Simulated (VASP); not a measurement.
# LiRu (Fd-3m) in VASP: vibrations by perturbation theory with PBE

Aim: the vibrations by perturbation theory of LiRu with PBE.

All numbers are computed with VASP 6.6.1; they aren't measurements. Logs are shortened: lines on timing, memory, paths and dates and some standing lists are left out, and cuts for length are marked.

### 1 The cell of the first run

It takes space group Fd-3m (No. 227, cubic). The conventional cell has a = 5.891 Å, b = 5.891 Å, c = 5.891 Å, α = 90.00°, β = 90.00°, γ = 90.00°. Within 3.4 Å of Li (site symmetry -43m) lie 4 Li at 2.55 Å and 10 Ru at 2.55 to 2.95 Å. Ru (site symmetry -43m) has 10 Li at 2.55 to 2.95 Å and 4 Ru at 2.55 Å within 3.4 Å.

### 2 Vibrations by perturbation theory, PBE

Contents of INCAR:

```
SYSTEM = LiRu
ALGO     = Normal         ! electronic algorithm
EDIFF    = 1E-8           ! SCF threshold, eV
ENCUT    = 520            ! plane-wave cutoff, eV
GGA      = PE             ! functional
IBRION   = 8              ! ionic algorithm
ISIF     = 2              ! what is computed and relaxed
ISMEAR   = -1             ! smearing method
LASPH    = .True.         ! aspherical terms in the spheres
LCHARG   = .False.        ! write CHGCAR
LREAL    = .False.        ! projectors in reciprocal space
LWAVE    = .False.        ! write WAVECAR
NBANDS   = 25             ! bands
NELM     = 80             ! most SCF steps
NSW      = 1              ! ionic steps
PREC     = Accurate       ! precision mode
SIGMA    = 0.15           ! smearing width, eV
```

Contents of KPOINTS:

```
k-points
0
Gamma
  14 14 14
  0 0 0
```

Contents of POSCAR:

```
LiRu
1.0
    0.0000000000      2.9454198651      2.9454198651
    2.9454198651      0.0000000000      2.9454198651
    2.9454198651      2.9454198651      0.0000000000
Li Ru
2 2
Direct
    0.7500000000      0.7500000000      0.7500000000
    0.5000000000      0.5000000000      0.5000000000
    0.2500000000      0.2500000000      0.2500000000
    0.0000000000      0.0000000000      0.0000000000
```

Potentials or basis: VASP PAW PBE potentials, release 64 (Li_sv, Ru_pv).

On the command line:

```console
$ cat potpaw_PBE.64/Li_sv/POTCAR potpaw_PBE.64/Ru_pv/POTCAR > POTCAR
$ mpirun -np 1 vasp_std > vasp.out
```

OUTCAR:

```text
SYSTEM = LiRu
   EDIFF = 1E-8
   ENCUT = 520
   GGA = PE
   IBRION = 8
   ISIF = 2
   ISMEAR = -1
   LASPH = .True.
   LREAL = .False.
   NELM = 80
   NSW = 1
   PREC = Accurate

 ion  position               nearest neighbor table
   1  0.750  0.750  0.750-   2 2.55   2 2.55   2 2.55   2 2.55   4 2.55   4 2.55   4 2.55   4 2.55
                             3 2.95   3 2.95   3 2.95   3 2.95   3 2.95   3 2.95
   2  0.500  0.500  0.500-   3 2.55   3 2.55   3 2.55   1 2.55   3 2.55   1 2.55   1 2.55   1 2.55
                             4 2.95   4 2.95   4 2.95   4 2.95   4 2.95   4 2.95
   3  0.250  0.250  0.250-   4 2.55   4 2.55   4 2.55   2 2.55   4 2.55   2 2.55   2 2.55   2 2.55
                             1 2.95   1 2.95   1 2.95   1 2.95   1 2.95   1 2.95
   4  0.000  0.000  0.000-   1 2.55   1 2.55   1 2.55   1 2.55   3 2.55   3 2.55   3 2.55   3 2.55
                             2 2.95   2 2.95   2 2.95   2 2.95   2 2.95   2 2.95

  LATTYP: Found a face centered cubic cell.
 ALAT       =     5.8908397302

  Lattice vectors:

 A1 = (   0.0000000000,   2.9454198651,   2.9454198651)
 A2 = (   2.9454198651,   0.0000000000,   2.9454198651)
 A3 = (   2.9454198651,   2.9454198651,   0.0000000000)

Analysis of symmetry for initial positions (statically):
=====================================================================
 Subroutine PRICEL returns:
 Original cell was already a primitive cell.

 Routine SETGRP: Setting up the symmetry group for a
 face centered cubic supercell.

 Subroutine GETGRP returns: Found 48 space group operations
 (whereof 24 operations were pure point group operations)
 out of a pool of 48 trial point group operations.

The static configuration has the point symmetry T_d .
 The point group associated with its full space group is O_h .

Analysis of symmetry for dynamics (positions and initial velocities):
=====================================================================
 Subroutine PRICEL returns:
 Original cell was already a primitive cell.

 Routine SETGRP: Setting up the symmetry group for a
 face centered cubic supercell.

 Subroutine GETGRP returns: Found 48 space group operations
 (whereof 24 operations were pure point group operations)
 out of a pool of 48 trial point group operations.

The dynamic configuration has the point symmetry T_d .
 The point group associated with its full space group is O_h .

 Subroutine INISYM returns: Found 48 space group operations
 (whereof 24 operations are pure point group operations),
 and found     1 'primitive' translations

----------------------------------------------------------------------------------------

                                     Primitive cell

  volume of cell :      51.1060

  direct lattice vectors                    reciprocal lattice vectors
     0.000000000  2.945419865  2.945419865    -0.169755085  0.169755085  0.169755085
     2.945419865  0.000000000  2.945419865     0.169755085 -0.169755085  0.169755085
     2.945419865  2.945419865  0.000000000     0.169755085  0.169755085 -0.169755085

  length of vectors
     4.165452720  4.165452720  4.165452720     0.294024432  0.294024432  0.294024432

  position of ions in fractional coordinates (direct lattice)
     0.750000000  0.750000000  0.750000000
     0.500000000  0.500000000  0.500000000
     0.250000000  0.250000000  0.250000000
     0.000000000  0.000000000  0.000000000

  ion indices of the primitive-cell ions
   primitive index   ion index
                 1           1
                 2           2
                 3           3
                 4           4

----------------------------------------------------------------------------------------

 KPOINTS: k-points

Automatic generation of k-mesh.
 Grid dimensions read from file:
 generate k-points for:   14   14   14

 Generating k-lattice:

  Cartesian coordinates                     Fractional coordinates (reciprocal lattice)
    -0.012125363  0.012125363  0.012125363     0.071428571  0.000000000  0.000000000
[... 82 lines left out ...]
  Thomas-Fermi vector in A             =   2.549133
   LORBIT       =      0    0 simple, 1 ext, 2 COOP (PROOUT), +10 PAW based schemes
   GGA     = PE    functional components
   LHFCALC =     F    Hartree Fock is set to
   AEXX    =    0.0000 exact exchange contribution
   IVDW    =     0    specifies the selected vdW correction
   LEPSILON=     F    determine dielectric tensor
   LRPA    =     F    only Hartree local field effects (RPA)
 non-spin polarized calculation
  energy-cutoff  :      520.00
  volume of cell :       51.11
 maximum number of plane-waves:      1392
   NGX = 15   NGY = 15   NGZ = 15

--------------------------------------- Ionic step        1  -------------------------------------------

 number of electron      34.0000002 magnetization

 Free energy of the ion-electron system (eV)
  ---------------------------------------------------
  ext. energy  EPLUGINS =         0.00000000
  ---------------------------------------------------
  free energy    TOTEN  =       -21.97907498 eV

  energy without entropy =      -21.80236771  energy(sigma->0) =      -21.89072135

 E-fermi :   7.4564     XC(G=0): -11.5573

 val. band max:        7.4436143769   @ k =   0.4286   0.2857   0.1429
 cond. band min:       7.4641117213   @ k =   0.2857   0.2857   0.0000
 fundamental gap:      0.0204973444
 Fermi energy:         7.4563909205

 k-point     1 :       0.0000    0.0000    0.0000
  band No.  band energies     occupation
      1     -37.4732      2.00000
      2     -37.3841      2.00000
      3     -35.3919      2.00000
      4     -35.3919      2.00000
      5     -35.3919      2.00000
      6     -34.9414      2.00000
[... 661 lines left out ...]
     24      16.4051      0.00000
     25      16.4985      0.00000

 [... further k-points ...]

------------------------ aborting loop because EDIFF is reached ----------------------------------------

  FORCE on cell =-STRESS in cart. coord.  units (eV):
  Direction    XX          YY          ZZ          XY          YZ          ZX
  --------------------------------------------------------------------------------------
  -------------------------------------------------------------------------------------
  Total       -0.0145537     -0.0145537     -0.0145537     -0.0000000     -0.0000000     -0.0000000
  in kB       -0.4562590     -0.4562590     -0.4562590     -0.0000000     -0.0000000     -0.0000000
  external PRESSURE =      -0.4562590 kB  Pullay stress =       0.0000000 kB

 VOLUME and BASIS-vectors are now :
 -----------------------------------------------------------------------------
  energy-cutoff  :      520.00
  volume of cell :       51.11
      direct lattice vectors                 reciprocal lattice vectors
     0.000000000  2.945419865  2.945419865    -0.169755085  0.169755085  0.169755085
     2.945419865  0.000000000  2.945419865     0.169755085 -0.169755085  0.169755085
     2.945419865  2.945419865  0.000000000     0.169755085  0.169755085 -0.169755085

 POSITION                                       TOTAL-FORCE (eV/Angst)
 -----------------------------------------------------------------------------------
      4.41813      4.41813      4.41813         0.000000      0.000000      0.000000
      2.94542      2.94542      2.94542        -0.000000     -0.000000     -0.000000
      1.47271      1.47271      1.47271        -0.000000     -0.000000     -0.000000
      0.00000      0.00000      0.00000         0.000000      0.000000      0.000000
 -----------------------------------------------------------------------------------
    total drift:                               -0.000000      0.000000      0.000000

  FREE ENERGIE OF THE ION-ELECTRON SYSTEM (eV)
  ---------------------------------------------------
  free  energy   TOTEN  =       -21.9790749799 eV

  energy  without entropy=      -21.8023677125  energy(sigma->0) =      -21.89072135

[... ionic steps 2 to 9 ...]

--------------------------------------- Ionic step       10  -------------------------------------------

 Free energy of the ion-electron system (eV)
  ---------------------------------------------------
  ---------------------------------------------------
  free energy    TOTEN  =        -0.67734375 eV

  energy without entropy =       -0.67734375

------------------------ aborting loop because EDIFF is reached ----------------------------------------

 INTERNAL STRAIN TENSOR  FOR ION    3  DIRECTION 1   (eV/Angst):
 -----------------------------------------------------------------------------
    -0.00281  0.00000  0.00000
     0.00000  0.00102  5.22575
     0.00000  5.22575  0.00102

 INTERNAL STRAIN TENSOR FOR ION    4 for displacements in x,y,z  (eV/Angst):
          X           Y           Z          XY          YZ          ZX
  --------------------------------------------------------------------------------
  x     0.00000    -0.00000    -0.00000     0.00000    -5.22575     0.00000
  y     0.00000    -0.00000     0.00000     0.00000     0.00000    -5.22575
  z    -0.00000    -0.00000     0.00000    -5.22575     0.00000     0.00000

 SECOND DERIVATIVES (NOT SYMMETRIZED)
 ------------------------------------
               1X          1Y          1Z          2X          2Y          2Z          3X          3Y          3Z          4X          4Y          4Z
  1X    -4.549489    0.000000    0.000000    1.131452    0.000000    0.000000    1.075427    0.000000    0.000000    2.342609    0.000000    0.000000
  1Y     0.000000   -4.549489    0.000000    0.000000    1.131452    0.000000    0.000000    1.075427    0.000000    0.000000    2.342609    0.000000
  1Z     0.000000    0.000000   -4.549489    0.000000    0.000000    1.131452    0.000000    0.000000    1.075427    0.000000    0.000000    2.342609
  2X     1.131452    0.000000    0.000000   -4.549489    0.000000    0.000000    2.342609    0.000000    0.000000    1.075427    0.000000    0.000000
  2Y     0.000000    1.131452    0.000000    0.000000   -4.549489    0.000000    0.000000    2.342609    0.000000    0.000000    1.075427    0.000000
  2Z     0.000000    0.000000    1.131452    0.000000    0.000000   -4.549489    0.000000    0.000000    2.342609    0.000000    0.000000    1.075427
  3X     1.074075    0.000000    0.000000    2.285646    0.000000    0.000000   -8.352887    0.000000    0.000000    4.993167    0.000000    0.000000
  3Y     0.000000    1.074075    0.000000    0.000000    2.285646    0.000000    0.000000   -8.352887    0.000000    0.000000    4.993167    0.000000
  3Z     0.000000    0.000000    1.074075    0.000000    0.000000    2.285646    0.000000    0.000000   -8.352887    0.000000    0.000000    4.993167
  4X     2.285646    0.000000    0.000000    1.074075    0.000000    0.000000    4.993167    0.000000    0.000000   -8.352887    0.000000    0.000000
  4Y     0.000000    2.285646    0.000000    0.000000    1.074075    0.000000    0.000000    4.993167    0.000000    0.000000   -8.352887    0.000000
  4Z     0.000000    0.000000    2.285646    0.000000    0.000000    1.074075    0.000000    0.000000    4.993167    0.000000    0.000000   -8.352887

 Eigenvectors and eigenvalues of the dynamical matrix
 ----------------------------------------------------

   1 f  =   14.101086 THz    88.599735 2PiTHz  470.361594 cm-1    58.317379 meV
             X         Y         Z           dx          dy          dz
      4.418130  4.418130  4.418130    -0.000000    0.000000    0.705462
      2.945420  2.945420  2.945420    -0.000000   -0.000000   -0.705462
      1.472710  1.472710  1.472710     0.000000   -0.000000    0.048197
      0.000000  0.000000  0.000000    -0.000000    0.000000   -0.048197
[... 71 lines left out ...]
  12 f/i=    0.023729 THz     0.149096 2PiTHz    0.791526 cm-1     0.098137 meV
             X         Y         Z           dx          dy          dz
      4.418130  4.418130  4.418130     0.032819   -0.175597    0.001540
      2.945420  2.945420  2.945420     0.032819   -0.175597    0.001540
      1.472710  1.472710  1.472710     0.125688   -0.672498    0.005899
      0.000000  0.000000  0.000000     0.125688   -0.672498    0.005899

--------------------------------------------------------------------------------------------------------

 ELASTIC MODULI CONTR FROM IONIC RELAXATION (kBar)
 Direction    XX          YY          ZZ          XY          YZ          ZX
 --------------------------------------------------------------------------------
 XX          -0.0000      0.0000      0.0000     -0.0000      0.0000      0.0000
 YY           0.0000     -0.0000      0.0000     -0.0000     -0.0000     -0.0000
 ZZ           0.0000      0.0000     -0.0000      0.0000     -0.0000      0.0000
 XY          -0.0000     -0.0000      0.0000   -175.9866      0.0000     -0.0000
 YZ           0.0000     -0.0000     -0.0000      0.0000   -175.9866     -0.0000
 ZX           0.0000     -0.0000      0.0000     -0.0000     -0.0000   -175.9866
 --------------------------------------------------------------------------------
```

Wall time 58 min (1 thread of Intel Xeon 8259CL, shared host); peak memory 1 GiB.

What came out:

```
Highest phonon frequency at Γ : 470 cm⁻¹
```

Phonon frequencies in cm⁻¹ (negative: imaginary):
| q point | frequencies |
| --- | --- |
| (0.000, 0.000, 0.000) | -1 -1 -1 187 187 187 376 376 376 470 470 470 |

Caveat: the cutoff is under 1.25 times the usual one of these potentials, so pressure, stress and relaxed cells hold a basis-set (Pulay) error.
